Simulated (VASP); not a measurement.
# ScSi10 (P-31m) in VASP: notebook

ScSi10 is run at these levels: PBE; tasks: single point, relaxation of cell and atoms.

Program: VASP 6.6.1. These are calculated values, not measurements. Logs are shortened: lines on timing, memory, paths and dates and some standing lists are left out, and cuts for length are marked.

### Step 1. The cell of the first run

The structure is trigonal, space group P-31m (No. 162). Conventional cell: a = 6.892 Å, b = 6.892 Å, c = 5.005 Å, α = 90.00°, β = 90.00°, γ = 120.00°. Within 3.9 Å of Sc (site symmetry -3m) lie 12 Si at 2.85 to 3.84 Å. Si (site symmetry 3) has 8 Si at 2.38 to 3.08 Å within 3.1 Å. Si (site symmetry m) has 7 Si at 2.45 to 3.08 Å and 1 Sc at 2.85 Å within 3.2 Å.

The cell was built from a structure type or drawn by symmetry, and may not be a known phase.

### Step 2. Single point, PBE, collinear spin

Contents of INCAR:

```
ALGO = Normal
EDIFF = 1E-6
ENCUT = 520
GGA = PE
ISIF = 2
ISMEAR = 0
ISPIN = 2
LASPH = T
LCHARG = T
LELF = T
LMAXMIX = 4
LORBIT = 11
LREAL = F
LVHAR = T
LWAVE = F
MAGMOM = 1 0 0 0 0 0 0 0 0 0 0
NBANDS = 40
NELM = 150
PREC = Accurate
SIGMA = 0.1
```

Contents of KPOINTS:

```
k-points
0
Gamma
  3 3 4
```

Contents of POSCAR:

```
ScSi10
1.0
    6.8924189882      0.0000000000      0.0000000000
   -3.4462094941      5.9690099373      0.0000000000
    0.0000000000      0.0000000000      5.0045282850
Sc Si
1 10
Direct
    0.0000000000      0.0000000000      0.0000000000
    0.3333333333      0.6666666667      0.2380281251
    0.3333333333      0.6666666667      0.7619718749
    0.6666666667      0.3333333333      0.7619718749
    0.6666666667      0.3333333333      0.2380281251
    0.3151168162      0.0000000000      0.6319960237
    0.0000000000      0.3151168162      0.6319960237
    0.6848831838      0.6848831838      0.6319960237
    0.0000000000      0.6848831838      0.3680039763
    0.6848831838      0.0000000000      0.3680039763
    0.3151168162      0.3151168162      0.3680039763
```

Potentials or basis: VASP PAW PBE potentials, release 64 (Sc_sv, Si).

The run is started by

```sh
> cat potpaw_PBE.64/Sc_sv/POTCAR potpaw_PBE.64/Si/POTCAR > POTCAR
> mpirun -np 1 vasp_std > vasp.out
```

OUTCAR:

```text
EDIFF = 1E-6
   ENCUT = 520
   GGA = PE
   ISIF = 2
   ISMEAR = 0
   ISPIN = 2
   LASPH = T
   LORBIT = 11
   LREAL = F
   NELM = 150
   PREC = Accurate

 ion  position               nearest neighbor table
   1  0.000  0.000  0.000-   7 2.85   8 2.85   9 2.85  11 2.85  10 2.85   6 2.85
   2  0.333  0.667  0.238-   3 2.38   9 2.45  10 2.45  11 2.45   3 2.62   6 3.08   7 3.08   8 3.08

   3  0.333  0.667  0.762-   2 2.38   6 2.45   7 2.45   8 2.45   2 2.62   9 3.08  10 3.08  11 3.08

   4  0.667  0.333  0.762-   5 2.38   7 2.45   6 2.45   8 2.45   5 2.62  10 3.08   9 3.08  11 3.08
[... 11 lines left out ...]
  10  0.685  0.000  0.368-   5 2.45   2 2.45   7 2.54   8 2.54   1 2.85   6 2.87   4 3.08   3 3.08

  11  0.315  0.315  0.368-   2 2.45   5 2.45   6 2.54   7 2.54   1 2.85   8 2.87   3 3.08   4 3.08

  LATTYP: Found a hexagonal cell.
 ALAT       =     6.8924189882
 C/A-ratio  =     0.7260917094

  Lattice vectors:

 A1 = (   6.8924189882,   0.0000000000,   0.0000000000)
 A2 = (  -3.4462094941,   5.9690099373,   0.0000000000)
 A3 = (   0.0000000000,   0.0000000000,   5.0045282850)

Analysis of symmetry for initial positions (statically):
=====================================================================
 Subroutine PRICEL returns:
 Original cell was already a primitive cell.

 Routine SETGRP: Setting up the symmetry group for a
 hexagonal supercell.

 Subroutine GETGRP returns: Found 12 space group operations
 (whereof 12 operations were pure point group operations)
 out of a pool of 24 trial point group operations.

The static configuration has the point symmetry D_3d.

Analysis of symmetry for dynamics (positions and initial velocities):
=====================================================================
 Subroutine PRICEL returns:
 Original cell was already a primitive cell.

 Routine SETGRP: Setting up the symmetry group for a
 hexagonal supercell.

 Subroutine GETGRP returns: Found 12 space group operations
 (whereof 12 operations were pure point group operations)
 out of a pool of 24 trial point group operations.

The dynamic configuration has the point symmetry D_3d.

Analysis of structural, dynamic, and magnetic symmetry:
=====================================================================
 Subroutine PRICEL returns:
 Original cell was already a primitive cell.

 Routine SETGRP: Setting up the symmetry group for a
 hexagonal supercell.

 Subroutine GETGRP returns: Found 12 space group operations
 (whereof 12 operations were pure point group operations)
 out of a pool of 24 trial point group operations.

The overall configuration has the point symmetry D_3d.

 Subroutine INISYM returns: Found 12 space group operations
 (whereof 12 operations are pure point group operations),
 and found     1 'primitive' translations

----------------------------------------------------------------------------------------

                                     Primitive cell

  volume of cell :     205.8909

  direct lattice vectors                    reciprocal lattice vectors
     6.892418988  0.000000000  0.000000000     0.145086943  0.083765986  0.000000000
    -3.446209494  5.969009937  0.000000000     0.000000000  0.167531971  0.000000000
     0.000000000  0.000000000  5.004528285     0.000000000  0.000000000  0.199819032

  length of vectors
     6.892418988  6.892418988  5.004528285     0.167531971  0.167531971  0.199819032

  position of ions in fractional coordinates (direct lattice)
     0.000000000  0.000000000  0.000000000
     0.333333333  0.666666667  0.238028125
     0.333333333  0.666666667  0.761971875
     0.666666667  0.333333333  0.761971875
     0.666666667  0.333333333  0.238028125
     0.315116816  0.000000000  0.631996024
     0.000000000  0.315116816  0.631996024
     0.684883184  0.684883184  0.631996024
     0.000000000  0.684883184  0.368003976
[... 62 lines left out ...]
   NGXF,Y,Z  is equivalent  to a cutoff of  26.05, 26.05, 26.58 a.u.
 SYSTEM =  unknown system
   PREC   = accura    normal or accurate (medium, high low for compatibility)
   ISTART =      0    job   : 0-new  1-cont  2-samecut
   ICHARG =      2    charge: 1-file 2-atom 10-const
   ISPIN  =      2    spin polarized calculation?
   LNONCOLLINEAR =      F non collinear calculations
   LSORBIT =      F    spin-orbit coupling
   LASPH  =      T    aspherical Exc in radial PAW
   ENCUT  =  520.0 eV  38.22 Ry    6.18 a.u.  12.82 12.82  9.31*2*pi/ulx,y,z
   NELM   =    150;   NELMIN=  2; NELMDL= -5     # of ELM steps
   EDIFF  = 0.1E-05   stopping-criterion for ELM
   LREAL  =      F    real-space projection
   EDIFFG = 0.1E-04   stopping-criterion for IOM
   NSW    =      0    number of steps for IOM
   IBRION =     -1    ionic relax: 0-MD 1-quasi-New 2-CG
   NFREE  =      0    steps in history (QN), initial steepest desc. (CG)
   ISIF   =      2    stress and relaxation
   ISYM   =      2    0-nonsym 1-usesym 2-fastsym
   POTIM  = 0.5000    time-step for ionic-motion
   TEBEG  =    0.0;   TEEND  =   0.0 temperature during run
   PSTRESS=    0.0 pullay stress
   NELECT =      51.0000    total number of electrons
   NUPDOWN=      -1.0000    fix difference up-down
   EMIN   =  10.00;   EMAX   =-10.00  energy-range for DOS
   EFERMI =   0.00;   METHOD = LEGACY
   ISMEAR =     0;   SIGMA  =   0.10  broadening in eV -4-tet -1-fermi 0-gaus
   EFERMI_NEDOS =   21; number of points for ismear=-14 and -15
   IALGO  =     38    algorithm
   IMIX   =      4    mixing-type and parameters
     AMIX     =   0.40;   BMIX     =  1.00
     AMIX_MAG =   1.60;   BMIX_MAG =  1.00
  volume/ion in A,a.u.               =      18.72       126.31
  Fermi-wavevector in a.u.,A,eV,Ry     =   1.028141  1.942904 14.382353  1.057073
  Thomas-Fermi vector in A             =   2.162122
   LORBIT       =     11    0 simple, 1 ext, 2 COOP (PROOUT), +10 PAW based schemes
   GGA     = PE    functional components
   LHFCALC =     F    Hartree Fock is set to
   AEXX    =    0.0000 exact exchange contribution
   IVDW    =     0    specifies the selected vdW correction
   LEPSILON=     F    determine dielectric tensor
   LRPA    =     F    only Hartree local field effects (RPA)
 spin polarized calculation
 Gauss-broadening in eV      SIGMA  =   0.10
  energy-cutoff  :      520.00
  volume of cell :      205.89
 maximum number of plane-waves:      5574
 NGX is ok and might be reduce to    54
   NGX = 25   NGY = 25   NGZ = 19

 number of electron      51.0000002 magnetization       0.0002908

 number of electron      51.0000002 magnetization      -0.0000905

 Free energy of the ion-electron system (eV)
  ---------------------------------------------------
  ext. energy  EPLUGINS =         0.00000000
  ---------------------------------------------------
  free energy    TOTEN  =       -55.38838223 eV

  energy without entropy =      -55.36549195  energy(sigma->0) =      -55.37693709

 E-fermi :   6.7062     XC(G=0):  -9.9875

 val. band max:        6.6694685333   @ k =   0.3333   0.0000   0.5000
 cond. band min:       6.7628710317   @ k =   0.3333   0.3333   0.0000
 fundamental gap:      0.0934024983
 Fermi energy:         6.7061913481

 spin component 1

 k-point     1 :       0.0000    0.0000    0.0000
  band No.  band energies     occupation
      1     -43.3171      1.00000
      2     -21.9565      1.00000
      3     -21.9565      1.00000
      4     -21.9176      1.00000
      5      -6.0873      1.00000
      6      -3.5486      1.00000
[... 389 lines left out ...]
     36      10.2372      0.00000
     37      10.2372      0.00000
 Fermi energy:         6.7061913481

 spin component 2

 k-point     1 :       0.0000    0.0000    0.0000
  band No.  band energies     occupation
      1     -43.3171      1.00000
      2     -21.9565      1.00000
      3     -21.9565      1.00000
      4     -21.9176      1.00000
      5      -6.0873      1.00000
      6      -3.5486      1.00000
[... 389 lines left out ...]
     36      10.2371      0.00000
     37      10.2371      0.00000
 [bands above 37 left out]

------------------------ aborting loop because EDIFF is reached ----------------------------------------

  FORCE on cell =-STRESS in cart. coord.  units (eV):
  Direction    XX          YY          ZZ          XY          YZ          ZX
  --------------------------------------------------------------------------------------
  -------------------------------------------------------------------------------------
  Total       -0.0815443     -0.0815443      0.0610080      0.0000000      0.0000000     -0.0000000
  in kB       -0.6345520     -0.6345520      0.4747451      0.0000000      0.0000000     -0.0000000
  external PRESSURE =      -0.2647863 kB  Pullay stress =       0.0000000 kB

 VOLUME and BASIS-vectors are now :
 -----------------------------------------------------------------------------
  energy-cutoff  :      520.00
  volume of cell :      205.89
      direct lattice vectors                 reciprocal lattice vectors
     6.892418988  0.000000000  0.000000000     0.145086943  0.083765986  0.000000000
    -3.446209494  5.969009937  0.000000000     0.000000000  0.167531971  0.000000000
     0.000000000  0.000000000  5.004528285     0.000000000  0.000000000  0.199819032

 POSITION                                       TOTAL-FORCE (eV/Angst)
 -----------------------------------------------------------------------------------
      0.00000      0.00000      0.00000         0.000000      0.000000     -0.000000
     -0.00000      3.97934      1.19122         0.000000      0.000000      0.011210
     -0.00000      3.97934      3.81331         0.000000      0.000000     -0.011210
      3.44621      1.98967      3.81331         0.000000      0.000000     -0.011210
      3.44621      1.98967      1.19122         0.000000      0.000000      0.011210
      2.17192      0.00000      3.16284         0.013816      0.000000      0.005189
     -1.08596      1.88094      3.16284        -0.006908      0.011965      0.005189
      2.36025      4.08807      3.16284        -0.006908     -0.011965      0.005189
     -2.36025      4.08807      1.84169         0.006908     -0.011965     -0.005189
      4.72050      0.00000      1.84169        -0.013816      0.000000     -0.005189
      1.08596      1.88094      1.84169         0.006908      0.011965     -0.005189
 -----------------------------------------------------------------------------------
    total drift:                                0.000000     -0.000000      0.000000

  FREE ENERGIE OF THE ION-ELECTRON SYSTEM (eV)
  ---------------------------------------------------
  free  energy   TOTEN  =       -55.3883822317 eV

  energy  without entropy=      -55.3654919481  energy(sigma->0) =      -55.37693709

 total charge

# of ion       s       p       d       tot
------------------------------------------
    1        2.244   6.079   0.999   9.322
    2        0.824   0.786   0.000   1.611
    3        0.824   0.786   0.000   1.611
    4        0.824   0.786   0.000   1.611
    5        0.824   0.786   0.000   1.611
    6        0.804   0.804   0.000   1.607
    7        0.804   0.804   0.000   1.607
    8        0.804   0.804   0.000   1.607
    9        0.804   0.804   0.000   1.607
   10        0.804   0.804   0.000   1.607
   11        0.804   0.804   0.000   1.607
--------------------------------------------------
tot         10.363  14.047   0.999  25.409

 magnetization (x)

# of ion       s       p       d       tot
------------------------------------------
    1        0.000   0.000  -0.000  -0.000
    2       -0.000   0.000   0.000   0.000
    3       -0.000   0.000   0.000   0.000
    4       -0.000   0.000   0.000   0.000
    5       -0.000   0.000   0.000   0.000
    6       -0.000   0.000   0.000  -0.000
    7       -0.000   0.000   0.000  -0.000
    8       -0.000   0.000   0.000  -0.000
    9       -0.000   0.000   0.000  -0.000
   10       -0.000   0.000   0.000  -0.000
   11       -0.000   0.000   0.000  -0.000
--------------------------------------------------
tot         -0.000   0.000  -0.000  -0.000
```

Run time: 6.4 min. Hardware: 1 thread of Oxide Virtual Turin-like, shared host; peak memory 0.43 GiB.

Results:

| Property | Result |
| --- | --- |
| Free energy | -55.3884 eV |
| Pressure | 0.0 GPa |
| Largest force | 0.015 eV/Å |
| Net moment | 0.00 μB per cell |
| Valence electrons inside the program's atomic spheres | Sc 9.32; Si 1.61 |

Forces on the atoms (eV/Å):
```
Sc   0.000  0.000  0.000
Si   0.000  0.000  0.011
Si   0.000  0.000 -0.011
Si   0.000  0.000 -0.011
Si   0.000  0.000  0.011
Si   0.014  0.000  0.005
Si  -0.007  0.012  0.005
Si  -0.007 -0.012  0.005
Si   0.007 -0.012 -0.005
Si  -0.014  0.000 -0.005
Si   0.007  0.012 -0.005
```

Stress tensor (GPa, compression positive):
```
-0.06  0.00  0.00
 0.00 -0.06  0.00
 0.00  0.00  0.05
```

Levels at points of the mesh, in eV from the Fermi level:
Spin up:
```tsv
k point	band 22	band 23	band 24	band 25	band 26	band 27	band 28	band 29
(0.00, 0.00, 0.00)	-1.36	-1.36	-0.95	-0.60	-0.35	-0.35	0.72	0.72
(0.00, 0.00, 0.50)	-0.91	-0.26	-0.21	0.84	0.84	0.94	0.95	1.22
```
Spin down:
| k point | band 22 | band 23 | band 24 | band 25 | band 26 | band 27 | band 28 | band 29 |
| --- | --- | --- | --- | --- | --- | --- | --- | --- |
| (0.00, 0.00, 0.00) | -1.36 | -1.36 | -0.95 | -0.60 | -0.35 | -0.35 | 0.72 | 0.72 |
| (0.00, 0.00, 0.50) | -0.91 | -0.26 | -0.21 | 0.84 | 0.84 | 0.94 | 0.95 | 1.22 |

### Step 3. Relaxation of cell and atoms, PBE

This run uses another cell than the first one, of 17.57 Å³/atom.

Contents of INCAR:

```
SYSTEM = ScSi10
ALGO     = Normal         ! electronic algorithm
EDIFF    = 1E-6           ! SCF threshold, eV
EDIFFG   = -0.01          ! ionic threshold
ENCUT    = 600            ! plane-wave cutoff, eV
GGA      = PE             ! functional
IBRION   = 2              ! ionic algorithm
ISIF     = 3              ! what is computed and relaxed
ISMEAR   = 0              ! smearing method
LASPH    = .TRUE.         ! aspherical terms in the spheres
LCHARG   = .FALSE.        ! write CHGCAR
LREAL    = .FALSE.        ! projectors in reciprocal space
LWAVE    = .FALSE.        ! write WAVECAR
NELM     = 60             ! most SCF steps
NSW      = 100            ! ionic steps
PREC     = Accurate       ! precision mode
SIGMA    = 0.1            ! smearing width, eV
```

Contents of KPOINTS:

```
k-points
0
G
  6 6 6
  0 0 0
```

Contents of POSCAR:

```
ScSi10
1.0
    5.8795591497      0.0000000000      0.0000000000
   -2.9397795748      5.0918475867      0.0000000000
    0.0000000000      0.0000000000      6.4558053728
Sc Si
1 10
Direct
    0.0000000000      0.0000000000      0.0000000000
    0.3333333333      0.6666666667      0.1849118739
    0.3333333333      0.6666666667      0.8150881261
    0.6666666667      0.3333333333      0.8150881261
    0.6666666667      0.3333333333      0.1849118739
    0.2740796497      0.0000000000      0.6488630928
    0.0000000000      0.2740796497      0.6488630928
    0.7259203503      0.7259203503      0.6488630928
    0.0000000000      0.7259203503      0.3511369072
    0.7259203503      0.0000000000      0.3511369072
    0.2740796497      0.2740796497      0.3511369072
```

Potentials or basis: VASP PAW PBE potentials, release 64 (Sc_sv, Si).

The run is started by

```sh
> cat potpaw_PBE.64/Sc_sv/POTCAR potpaw_PBE.64/Si/POTCAR > POTCAR
> mpirun -np 1 vasp_std > vasp.out
```

It took 11 min on 1 thread of Oxide Virtual Turin-like, shared host; peak memory 0.46 GiB.

It converged, with:

```yaml
Free_energy: -57.6324 eV
Relaxed_volume: 17.55 Å³/atom
Relaxed_cell: a = 5.878 Å, b = 5.878 Å, c = 6.452 Å, α = 90.00°, β = 90.00°, γ = 120.00°
Space_group_after_relaxing_to_0.1_Å: P-31m (No. 162)
Energy_gained_by_relaxing: 0.0 meV/atom
Ionic_steps: 2
Pressure_after_relaxing: 0.0 GPa
Largest_force_after_relaxing: 0.010 eV/Å
Band_gap_on_the_k_mesh: zero (an odd number of electrons rules out a gap without spin polarisation)
```

Forces in eV/Å, atoms in the order of the input:
```
Sc   0.000  0.000  0.000
Si   0.000  0.000  0.003
Si   0.000  0.000 -0.003
Si   0.000  0.000 -0.003
Si   0.000  0.000  0.003
Si   0.007  0.000 -0.007
Si  -0.004  0.006 -0.007
Si  -0.004 -0.006 -0.007
Si   0.004 -0.006  0.007
Si  -0.007  0.000  0.007
Si   0.004  0.006  0.007
```

The path:
```tsv
step	energy change (eV)	largest force (eV/Å)	pressure (GPa)	volume (Å³)
1	0.0000	0.0140	-0.08	193.27
2	-0.0001	0.0100	0.03	193.02
```

Final structure:
```cif
data_structure
_symmetry_space_group_name_H-M 'P 1'
_symmetry_Int_Tables_number 1
_cell_length_a 5.8775
_cell_length_b 5.8775
_cell_length_c 6.4520
_cell_angle_alpha 90.000
_cell_angle_beta 90.000
_cell_angle_gamma 120.000
_cell_volume 193.02
loop_
_atom_site_label
_atom_site_type_symbol
_atom_site_fract_x
_atom_site_fract_y
_atom_site_fract_z
_atom_site_occupancy
Sc1 Sc 0.00000 0.00000 0.00000 1
Si1 Si 0.33333 0.66667 0.18502 1
Si2 Si 0.33333 0.66667 0.81498 1
Si3 Si 0.66667 0.33333 0.81498 1
Si4 Si 0.66667 0.33333 0.18502 1
Si5 Si 0.27417 0.00000 0.64882 1
Si6 Si 0.00000 0.27417 0.64882 1
Si7 Si 0.72583 0.72583 0.64882 1
Si8 Si 0.00000 0.72583 0.35118 1
Si9 Si 0.72583 0.00000 0.35118 1
Si10 Si 0.27417 0.27417 0.35118 1
```

Levels at points of the mesh, in eV from the Fermi level:
| k point | band 22 | band 23 | band 24 | band 25 | band 26 | band 27 | band 28 | band 29 | band 30 | band 31 |
| --- | --- | --- | --- | --- | --- | --- | --- | --- | --- | --- |
| (0.00, 0.00, 0.00) | -1.87 | -1.87 | -1.84 | -1.84 | 1.26 | 1.26 | 1.56 | 1.83 | 2.29 | 2.29 |
| (0.50, 0.00, 0.00) | -1.57 | -0.99 | -0.45 | -0.43 | -0.05 | 0.27 | 0.38 | 0.51 | 0.98 | 1.32 |
| (0.00, 0.00, 0.50) | -1.21 | -1.21 | 0.50 | 0.50 | 0.93 | 0.93 | 1.32 | 1.40 | 1.61 | 1.83 |
| (0.50, 0.00, 0.50) | -1.85 | -1.80 | -1.32 | -1.12 | -0.94 | -0.19 | 0.77 | 0.94 | 1.21 | 1.30 |
